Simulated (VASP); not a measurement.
# Al2O3 (Pnnm) in VASP: a series of runs

Al2O3 is run at these levels: PBE; tasks: single point.

Everything below comes from runs of VASP 6.6.1. Logs are shortened: lines on timing, memory, paths and dates and some standing lists are left out, and cuts for length are marked.

### Step 1. The cell of the first run

The structure is orthorhombic, space group Pnnm (No. 58). Conventional cell: a = 4.335 Å, b = 8.927 Å, c = 2.784 Å, α = 90.00°, β = 90.00°, γ = 90.00°. Al (site symmetry m) has 4 O at 1.55 to 1.67 Å within 2.1 Å. O (site symmetry m) has 3 Al at 1.67 Å within 2.2 Å. O (site symmetry 2/m) has 2 Al at 1.55 Å within 2.1 Å.

### Step 2. Single point, PBE (strain -0.080 along x and y, -0.080 along z)

INCAR

```
PREC = Accurate
ENCUT = 520
EDIFF = 1E-6
ISMEAR = 0
SIGMA = 0.05
LREAL = False
LASPH = True
NELM = 60
ALGO = Normal
ISIF = 2
LWAVE = False
LCHARG = False
GGA = PE
NBANDS = 35
```

KPOINTS

```
regular mesh
0
Gamma
  6 4 8
```

POSCAR

```
Al2O3
1.0
    4.3352025006      0.0000000000      0.0000000000
    0.0000000000      8.9272541994      0.0000000000
    0.0000000000      0.0000000000      2.7836547536
Al O
4 6
Direct
    0.4317423466      0.3295573566      0.5000000000
    0.5682576534      0.6704426434      0.5000000000
    0.9317423466      0.1704426434      0.0000000000
    0.0682576534      0.8295573566      0.0000000000
    0.7545470293      0.2269610254      0.5000000000
    0.0000000000      0.0000000000      0.0000000000
    0.7454529707      0.7269610254      0.0000000000
    0.2545470293      0.2730389746      0.0000000000
    0.2454529707      0.7730389746      0.5000000000
    0.5000000000      0.5000000000      0.5000000000
```

Potentials or basis: VASP PAW PBE potentials, release 64 (Al, O).

Run with:

```sh
$ cat potpaw_PBE.64/Al/POTCAR potpaw_PBE.64/O/POTCAR > POTCAR
$ mpirun -np 1 vasp_std > vasp.out
```

OUTCAR:

```text
PREC = Accurate
   ENCUT = 520
   EDIFF = 1E-6
   ISMEAR = 0
   LREAL = False
   LASPH = True
   NELM = 60
   ISIF = 2
   GGA = PE

 ion  position               nearest neighbor table
   1  0.432  0.330  0.500-  10 1.55   8 1.67   8 1.67   5 1.67   3 2.94   3 2.94   3 2.94   3 2.94
                             2 3.10
   2  0.568  0.670  0.500-  10 1.55   7 1.67   7 1.67   9 1.67   4 2.94   4 2.94   4 2.94   4 2.94
                             1 3.10
   3  0.932  0.170  0.000-   6 1.55   5 1.67   5 1.67   8 1.67   1 2.94   1 2.94   1 2.94   1 2.94
                             4 3.10
   4  0.068  0.830  0.000-   6 1.55   9 1.67   9 1.67   7 1.67   2 2.94   2 2.94   2 2.94   2 2.94
                             3 3.10
   5  0.755  0.227  0.500-   3 1.67   3 1.67   1 1.67
   6  0.000  0.000  0.000-   3 1.55   4 1.55
   7  0.745  0.727  0.000-   2 1.67   2 1.67   4 1.67
   8  0.255  0.273  0.000-   1 1.67   1 1.67   3 1.67
   9  0.245  0.773  0.500-   4 1.67   4 1.67   2 1.67
  10  0.500  0.500  0.500-   1 1.55   2 1.55

  LATTYP: Found a simple orthorhombic cell.
 ALAT       =     2.7836547536
 B/A-ratio  =     1.5573779381
 C/A-ratio  =     3.2070263699

  Lattice vectors:

 A1 = (   0.0000000000,   0.0000000000,   2.7836547536)
 A2 = (   4.3352025006,   0.0000000000,   0.0000000000)
 A3 = (   0.0000000000,   8.9272541994,   0.0000000000)

Analysis of symmetry for initial positions (statically):
=====================================================================
 Subroutine PRICEL returns:
 Original cell was already a primitive cell.

 Routine SETGRP: Setting up the symmetry group for a
 simple orthorhombic supercell.

 Subroutine GETGRP returns: Found  8 space group operations
 (whereof  4 operations were pure point group operations)
 out of a pool of  8 trial point group operations.

The static configuration has the point symmetry C_2h.
 The point group associated with its full space group is D_2h.

Analysis of symmetry for dynamics (positions and initial velocities):
=====================================================================
 Subroutine PRICEL returns:
 Original cell was already a primitive cell.

 Routine SETGRP: Setting up the symmetry group for a
 simple orthorhombic supercell.

 Subroutine GETGRP returns: Found  8 space group operations
 (whereof  4 operations were pure point group operations)
 out of a pool of  8 trial point group operations.

The dynamic configuration has the point symmetry C_2h.
 The point group associated with its full space group is D_2h.

 Subroutine INISYM returns: Found  8 space group operations
 (whereof  4 operations are pure point group operations),
 and found     1 'primitive' translations

----------------------------------------------------------------------------------------

                                     Primitive cell

  volume of cell :     107.7315

  direct lattice vectors                    reciprocal lattice vectors
     4.335202501  0.000000000  0.000000000     0.230669732  0.000000000  0.000000000
     0.000000000  8.927254199  0.000000000     0.000000000  0.112016526  0.000000000
     0.000000000  0.000000000  2.783654754     0.000000000  0.000000000  0.359239952

  length of vectors
     4.335202501  8.927254199  2.783654754     0.230669732  0.112016526  0.359239952

  position of ions in fractional coordinates (direct lattice)
     0.431742347  0.329557357  0.500000000
     0.568257653  0.670442643  0.500000000
     0.931742347  0.170442643  0.000000000
     0.068257653  0.829557357  0.000000000
     0.754547029  0.226961025  0.500000000
     0.000000000  0.000000000  0.000000000
     0.745452971  0.726961025  0.000000000
     0.254547029  0.273038975  0.000000000
     0.245452971  0.773038975  0.500000000
     0.500000000  0.500000000  0.500000000

  ion indices of the primitive-cell ions
   primitive index   ion index
                 1           1
                 2           2
                 3           3
                 4           4
                 5           5
                 6           6
                 7           7
                 8           8
                 9           9
                10          10

----------------------------------------------------------------------------------------

 KPOINTS: regular mesh

Automatic generation of k-mesh.
 Grid dimensions read from file:
 generate k-points for:    6    4    8

 Generating k-lattice:

  Cartesian coordinates                     Fractional coordinates (reciprocal lattice)
     0.038444955  0.000000000  0.000000000     0.166666667  0.000000000  0.000000000
     0.000000000  0.028004131  0.000000000     0.000000000  0.250000000  0.000000000
     0.000000000  0.000000000  0.044904994     0.000000000  0.000000000  0.125000000

  Length of vectors
     0.038444955  0.028004131  0.044904994

  Shift w.r.t. Gamma in fractional coordinates (k-lattice)
     0.000000000  0.000000000  0.000000000

 Subroutine IBZKPT returns following result:
 ===========================================

 Found     60 irreducible k-points:

 Following reciprocal coordinates:
            Coordinates               Weight
  0.000000  0.000000  0.000000      1.000000
  0.166667  0.000000  0.000000      2.000000
  0.333333  0.000000  0.000000      2.000000
  0.500000  0.000000  0.000000      1.000000
  0.000000  0.250000  0.000000      2.000000
  0.166667  0.250000  0.000000      4.000000
[... 16 lines left out ...]
  0.333333  0.500000  0.125000      4.000000
  0.500000  0.500000  0.125000      2.000000
 [... further k-points ...]
   k-points           NKPTS =     60   k-points in BZ     NKDIM =     60   number of bands    NBANDS=     35
   number of dos      NEDOS =    301   number of ions     NIONS =     10
   total plane-waves  NPLWV =  53760
   dimension x,y,z NGX =    32 NGY =   70 NGZ =   24
   dimension x,y,z NGXF=    64 NGYF=  140 NGZF=   48
   ions per type =               4   6
   NGX,Y,Z   is equivalent  to a cutoff of  12.27, 13.04, 14.33 a.u.
   NGXF,Y,Z  is equivalent  to a cutoff of  24.54, 26.07, 28.67 a.u.
 SYSTEM =  unknown system
   PREC   = accura    normal or accurate (medium, high low for compatibility)
   ISTART =      0    job   : 0-new  1-cont  2-samecut
   ICHARG =      2    charge: 1-file 2-atom 10-const
   ISPIN  =      1    spin polarized calculation?
   LNONCOLLINEAR =      F non collinear calculations
   LSORBIT =      F    spin-orbit coupling
   LASPH  =      T    aspherical Exc in radial PAW
   ENCUT  =  520.0 eV  38.22 Ry    6.18 a.u.   8.06 16.60  5.18*2*pi/ulx,y,z
   NELM   =     60;   NELMIN=  2; NELMDL= -5     # of ELM steps
   EDIFF  = 0.1E-05   stopping-criterion for ELM
   LREAL  =      F    real-space projection
   EDIFFG = 0.1E-04   stopping-criterion for IOM
   NSW    =      0    number of steps for IOM
   IBRION =     -1    ionic relax: 0-MD 1-quasi-New 2-CG
   NFREE  =      0    steps in history (QN), initial steepest desc. (CG)
   ISIF   =      2    stress and relaxation
   ISYM   =      2    0-nonsym 1-usesym 2-fastsym
   POTIM  = 0.5000    time-step for ionic-motion
   TEBEG  =    0.0;   TEEND  =   0.0 temperature during run
   PSTRESS=    0.0 pullay stress
   NELECT =      48.0000    total number of electrons
   NUPDOWN=      -1.0000    fix difference up-down
   EMIN   =  10.00;   EMAX   =-10.00  energy-range for DOS
   EFERMI =   0.00;   METHOD = LEGACY
   ISMEAR =     0;   SIGMA  =   0.05  broadening in eV -4-tet -1-fermi 0-gaus
   EFERMI_NEDOS =   21; number of points for ismear=-14 and -15
   IALGO  =     38    algorithm
   IMIX   =      4    mixing-type and parameters
     AMIX     =   0.40;   BMIX     =  1.00
     AMIX_MAG =   1.60;   BMIX_MAG =  1.00
  volume/ion in A,a.u.               =      10.77        72.70
  Fermi-wavevector in a.u.,A,eV,Ry     =   1.250377  2.362870 21.271933  1.563443
  Thomas-Fermi vector in A             =   2.384374
   LORBIT       =      0    0 simple, 1 ext, 2 COOP (PROOUT), +10 PAW based schemes
   GGA     = PE    functional components
   LHFCALC =     F    Hartree Fock is set to
   AEXX    =    0.0000 exact exchange contribution
   IVDW    =     0    specifies the selected vdW correction
   LEPSILON=     F    determine dielectric tensor
   LRPA    =     F    only Hartree local field effects (RPA)
 non-spin polarized calculation
 Gauss-broadening in eV      SIGMA  =   0.05
  energy-cutoff  :      520.00
  volume of cell :      107.73
 maximum number of plane-waves:      2944
   NGX = 17   NGY = 33   NGZ = 11

 number of electron      48.0000007 magnetization

 Free energy of the ion-electron system (eV)
  ---------------------------------------------------
  ext. energy  EPLUGINS =         0.00000000
  ---------------------------------------------------
  free energy    TOTEN  =       -69.41017913 eV

  energy without entropy =      -69.41017913  energy(sigma->0) =      -69.41017913

 E-fermi :   4.0673     XC(G=0):  -9.7834

 val. band max:        3.8481477415   @ k =   0.0000   0.0000   0.0000
 cond. band min:       8.5020160778   @ k =   0.0000   0.0000   0.0000
 fundamental gap:      4.6538683364
 Fermi energy:         4.0673488565

 k-point     1 :       0.0000    0.0000    0.0000
  band No.  band energies     occupation
      1     -16.4212      2.00000
      2     -16.2904      2.00000
      3     -14.6348      2.00000
      4     -14.5929      2.00000
      5     -13.2639      2.00000
      6     -13.0361      2.00000
[... 27 lines left out ...]
     34      17.0505      0.00000
     35      17.7330      0.00000

 k-point     2 :       0.1667    0.0000    0.0000
  band No.  band energies     occupation
      1     -16.3235      2.00000
      2     -16.1946      2.00000
      3     -14.7904      2.00000
      4     -14.7297      2.00000
      5     -13.2333      2.00000
      6     -13.0431      2.00000
[... 27 lines left out ...]
     34      16.4894      0.00000
     35      17.4791      0.00000
[... 796 lines left out ...]
     34      16.6692      0.00000
     35      17.2636      0.00000

 k-point    24 :       0.5000    0.5000    0.1250
  band No.  band energies     occupation
      1     -15.5317      2.00000
      2     -15.5317      2.00000
      3     -15.4371      2.00000
      4     -15.4371      2.00000
      5     -13.0542      2.00000
      6     -13.0542      2.00000
[... 27 lines left out ...]
     34      16.9065      0.00000
     35      16.9599      0.00000

 [... further k-points ...]

------------------------ aborting loop because EDIFF is reached ----------------------------------------

  FORCE on cell =-STRESS in cart. coord.  units (eV):
  Direction    XX          YY          ZZ          XY          YZ          ZX
  --------------------------------------------------------------------------------------
  -------------------------------------------------------------------------------------
  Total       31.8561194     49.4602365     38.2505113      0.0000000      0.0000000      0.0000000
  in kB      473.7626216    735.5701742    568.8596987      0.0000000      0.0000000      0.0000000
  external PRESSURE =     592.7308315 kB  Pullay stress =       0.0000000 kB

 VOLUME and BASIS-vectors are now :
 -----------------------------------------------------------------------------
  energy-cutoff  :      520.00
  volume of cell :      107.73
      direct lattice vectors                 reciprocal lattice vectors
     4.335202501  0.000000000  0.000000000     0.230669732  0.000000000  0.000000000
     0.000000000  8.927254199  0.000000000     0.000000000  0.112016526  0.000000000
     0.000000000  0.000000000  2.783654754     0.000000000  0.000000000  0.359239952

 POSITION                                       TOTAL-FORCE (eV/Angst)
 -----------------------------------------------------------------------------------
      1.87169      2.94204      1.39183        -0.712583     -1.691528      0.000000
      2.46351      5.98521      1.39183         0.712583      1.691528     -0.000000
      4.03929      1.52158      0.00000        -0.712583      1.691528      0.000000
      0.29591      7.40567      0.00000         0.712583     -1.691528     -0.000000
      3.27111      2.02614      1.39183        -0.438366      0.178933     -0.000000
      0.00000      0.00000      0.00000         0.000000      0.000000      0.000000
      3.23169      6.48977      0.00000         0.438366      0.178933      0.000000
      1.10351      2.43749      0.00000        -0.438366     -0.178933     -0.000000
      1.06409      6.90112      1.39183         0.438366     -0.178933      0.000000
      2.16760      4.46363      1.39183         0.000000      0.000000      0.000000
 -----------------------------------------------------------------------------------
    total drift:                                0.000000     -0.000000     -0.000000

  FREE ENERGIE OF THE ION-ELECTRON SYSTEM (eV)
  ---------------------------------------------------
  free  energy   TOTEN  =       -69.4101791306 eV

  energy  without entropy=      -69.4101791306  energy(sigma->0) =      -69.41017913
```

Run time: 2 min. Hardware: 1 thread of AMD EPYC 9R45 (Zen 5), shared host; peak memory 0.28 GiB.

Results:

| Quantity | Value |
| --- | --- |
| Free energy | -69.4102 eV |
| Pressure | 59.3 GPa |
| Largest force | 1.835 eV/Å |
| Band gap on the k mesh | 4.65 eV |

Forces on the atoms (eV/Å):
```
Al  -0.713 -1.692  0.000
Al   0.713  1.692  0.000
Al  -0.713  1.692  0.000
Al   0.713 -1.692  0.000
O   -0.438  0.179  0.000
O    0.000  0.000  0.000
O    0.438  0.179  0.000
O   -0.438 -0.179  0.000
O    0.438 -0.179  0.000
O    0.000  0.000  0.000
```

Levels at points of the mesh, in eV from the valence-band top:
| k point | band 20 | band 21 | band 22 | band 23 | band 24 | band 25 | band 26 | band 27 | band 28 | band 29 |
| --- | --- | --- | --- | --- | --- | --- | --- | --- | --- | --- |
| (0.00, 0.00, 0.00) | -1.84 | -1.76 | -0.59 | -0.07 | 0.00 | 4.65 | 7.14 | 7.17 | 7.65 | 8.27 |
| (0.50, 0.00, 0.00) | -2.74 | -1.36 | -1.36 | -0.03 | -0.03 | 7.30 | 7.30 | 8.01 | 8.01 | 9.19 |
| (0.00, 0.50, 0.00) | -2.24 | -1.03 | -1.03 | -0.04 | -0.04 | 5.44 | 5.44 | 7.88 | 7.88 | 8.91 |
| (0.50, 0.50, 0.00) | -3.17 | -1.22 | -1.22 | -0.03 | -0.03 | 7.46 | 7.46 | 7.59 | 7.59 | 10.17 |
| (0.00, 0.00, 0.50) | -2.91 | -1.82 | -1.82 | -0.98 | -0.98 | 7.99 | 7.99 | 8.52 | 8.52 | 9.50 |
| (0.50, 0.00, 0.50) | -2.49 | -1.95 | -1.95 | -0.96 | -0.96 | 7.73 | 7.73 | 9.50 | 9.50 | 9.51 |
| (0.00, 0.50, 0.50) | -2.93 | -2.01 | -2.01 | -0.83 | -0.83 | 7.76 | 7.76 | 9.04 | 9.04 | 9.20 |
| (0.50, 0.50, 0.50) | -2.36 | -1.88 | -1.88 | -1.10 | -1.10 | 7.82 | 7.82 | 9.42 | 9.42 | 9.50 |

Caveat: the cell differs from its parent crystal (strain -0.080 along x and y, -0.080 along z); the stress differs along the axes, from 47 to 74 GPa; forces of over 1 eV/Å act on the atoms, so gaps and moduli don't describe the material at rest. A k mesh can miss the band edges.

### Step 3. Single point, PBE (strain -0.080 along x and y, -0.040 along z)

INCAR

```
PREC = Accurate ; ENCUT = 520
EDIFF = 1E-7 ; ISMEAR = 0
SIGMA = 0.05 ; LREAL = False
LASPH = True ; NELM = 80
ALGO = Normal ; ISIF = 2
LWAVE = False ; LCHARG = False
GGA = PE ; NBANDS = 35
```

KPOINTS is that of step 2.

POSCAR, as its differences from that of step 2:

```diff
@@ -4,3 +4,3 @@
     0.0000000000      8.9272541994      0.0000000000
-    0.0000000000      0.0000000000      2.7836547536
+    0.0000000000      0.0000000000      2.9046832212
 Al O
```

Potentials or basis: VASP PAW PBE potentials, release 64 (Al, O).

Run with:

```sh
$ cat potpaw_PBE.64/Al/POTCAR potpaw_PBE.64/O/POTCAR > POTCAR
$ mpirun -np 1 vasp_std > vasp.out
```

Run time: 2.1 min. Hardware: 1 thread of AMD EPYC 9R45 (Zen 5), shared host; peak memory 0.29 GiB.

It converged, with:

```yaml
Free_energy: -70.6910 eV
Pressure: 46.0 GPa
Largest_force: 3.026 eV/Å
Band_gap_on_the_k_mesh: 4.72 eV
```

Forces on the atoms (eV/Å):
```
Al  -1.713 -2.495  0.000
Al   1.713  2.495  0.000
Al  -1.713  2.495  0.000
Al   1.713 -2.495  0.000
O    0.635 -0.570  0.000
O    0.000  0.000  0.000
O   -0.635 -0.570  0.000
O    0.635  0.570  0.000
O   -0.635  0.570  0.000
O    0.000  0.000  0.000
```

Stress tensor (GPa, compression positive):
```
38.39  0.00  0.00
 0.00 68.25  0.00
 0.00  0.00 31.46
```

Levels at points of the mesh, in eV from the valence-band top:
```
           k point  band 20  band 21  band 22  band 23  band 24  band 25  band 26  band 27  band 28  band 29
(0.00, 0.00, 0.00)    -1.41    -1.36    -0.24    -0.09     0.00     4.72     6.90     7.30     7.52     7.99
(0.50, 0.00, 0.00)    -2.30    -0.99    -0.99    -0.03    -0.03     7.34     7.34     8.02     8.02     9.15
(0.00, 0.50, 0.00)    -1.81    -0.66    -0.66    -0.05    -0.05     5.48     5.48     7.64     7.64     8.91
(0.50, 0.50, 0.00)    -2.77    -0.85    -0.85    -0.03    -0.03     7.45     7.45     7.65     7.65    10.12
(0.00, 0.00, 0.50)    -2.48    -1.36    -1.36    -0.74    -0.74     8.31     8.31     8.64     8.64     9.43
(0.50, 0.00, 0.50)    -2.00    -1.58    -1.58    -0.66    -0.66     8.03     8.03     9.63     9.63     9.67
(0.00, 0.50, 0.50)    -2.45    -1.63    -1.63    -0.54    -0.54     8.05     8.05     9.13     9.13     9.20
(0.50, 0.50, 0.50)    -1.92    -1.43    -1.43    -0.84    -0.84     8.11     8.11     9.58     9.58     9.66
```

Caveat: the cell differs from its parent crystal (strain -0.080 along x and y, -0.040 along z); the stress differs along the axes, from 31 to 68 GPa; forces of over 1 eV/Å act on the atoms, so gaps and moduli don't describe the material at rest. A k mesh can miss the band edges.

### Step 4. Single point, PBE (strain -0.080 along x and y, +0.000 along z)

INCAR

```
ALGO = Normal
EDIFF = 1E-6
ENCUT = 520
GGA = PE
ISIF = 2
ISMEAR = 0
LASPH = T
LCHARG = F
LREAL = F
LWAVE = F
NBANDS = 35
NELM = 80
PREC = Accurate
SIGMA = 0.05
```

KPOINTS

```
k-points
0
Gamma
  6 4 8
```

POSCAR, as its differences from that of step 3:

```diff
@@ -4,3 +4,3 @@
     0.0000000000      8.9272541994      0.0000000000
-    0.0000000000      0.0000000000      2.9046832212
+    0.0000000000      0.0000000000      3.0257116887
 Al O
```

Run with:

```sh
$ cat potpaw_PBE.64/Al/POTCAR potpaw_PBE.64/O/POTCAR > POTCAR
$ mpirun -np 1 vasp_std > vasp.out
```

It took 2.2 min on 1 thread of AMD EPYC 9R45 (Zen 5), shared host; peak memory 0.29 GiB.

Results (log left out):

```yaml
Free_energy: -71.3218 eV
Pressure: 35.7 GPa
Largest_force: 3.916 eV/Å
Band_gap_on_the_k_mesh: 4.65 eV
```

Forces on the atoms (eV/Å):
```
Al  -2.398 -3.096  0.000
Al   2.398  3.096  0.000
Al  -2.398  3.096  0.000
Al   2.398 -3.096  0.000
O    1.396 -1.112  0.000
O    0.000  0.000  0.000
O   -1.396 -1.112  0.000
O    1.396  1.112  0.000
O   -1.396  1.112  0.000
O    0.000  0.000  0.000
```

Stress tensor (GPa, compression positive):
```
31.17  0.00  0.00
 0.00 63.74  0.00
 0.00  0.00 12.18
```

Levels at points of the mesh, in eV from the valence-band top:
```
           k point  band 20  band 21  band 22  band 23  band 24  band 25  band 26  band 27  band 28  band 29
(0.00, 0.00, 0.00)    -1.18    -1.01    -0.17    -0.05     0.00     4.65     6.56     7.08     7.54     7.65
(0.50, 0.00, 0.00)    -1.96    -0.73    -0.73    -0.10    -0.10     7.24     7.24     7.83     7.83     9.10
(0.00, 0.50, 0.00)    -1.50    -0.40    -0.40    -0.11    -0.11     5.38     5.38     7.34     7.34     8.80
(0.50, 0.50, 0.00)    -2.35    -0.60    -0.60    -0.09    -0.09     7.31     7.31     7.57     7.57     9.98
(0.00, 0.00, 0.50)    -2.16    -1.04    -1.04    -0.59    -0.59     8.48     8.48     8.66     8.66     9.25
(0.50, 0.00, 0.50)    -1.62    -1.35    -1.35    -0.44    -0.44     8.20     8.20     9.65     9.65     9.74
(0.00, 0.50, 0.50)    -2.08    -1.39    -1.39    -0.33    -0.33     8.22     8.22     9.08     9.08     9.10
(0.50, 0.50, 0.50)    -1.58    -1.11    -1.11    -0.67    -0.67     8.28     8.28     9.62     9.62     9.71
```

Caveat: the cell differs from its parent crystal (strain -0.080 along x and y, +0.000 along z); the stress differs along the axes, from 12 to 64 GPa; forces of over 1 eV/Å act on the atoms, so gaps and moduli don't describe the material at rest. A k mesh can miss the band edges.

(Part 1 of 2 ends here.)
